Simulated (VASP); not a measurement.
**KMgF3: single point with PBE**

The system is KMgF3.

```
K Mg F
1.0
     3.84834    0.00000    0.00000
     0.00000    3.84834    0.00000
     0.00000    0.00000    3.84834
K Mg F
1 1 3
Direct
  0.50000 0.50000 0.50000
  0.00000 0.00000 0.00000
  0.50000 0.00000 0.00000
  0.00000 0.50000 0.00000
  0.00000 0.00000 0.50000
```

| Item | Value |
| --- | --- |
| Program | VASP 6.6.1 |
| Task | single point |
| Functional | PBE |
| Potentials or basis | VASP PAW PBE potentials, release 64 (K_sv, Mg, F) |
| Cutoff | 520 eV |
| k mesh | 5 × 5 × 5 |
| Occupations | gaussian, width 0.01 eV |
| Spin | no spin polarisation |

- Pressure: 14.3 GPa
- Band gap on the k mesh: 8.23 eV (least direct gap 8.47 eV)

Levels at points of the mesh, in eV from the valence-band top:
```tsv
k point	band 14	band 15	band 16	band 17	band 18	band 19
(0.00, 0.00, 0.00)	-0.24	-0.24	-0.24	8.23	10.28	10.28
```

Wall time 24 s on 1 thread of Intel Xeon 8259CL, with other jobs on the host, peak memory 0.17 GiB.

Caveat: the cell stands under pressure; an odd mesh through Γ misses points on the zone boundary, where band edges can lie.
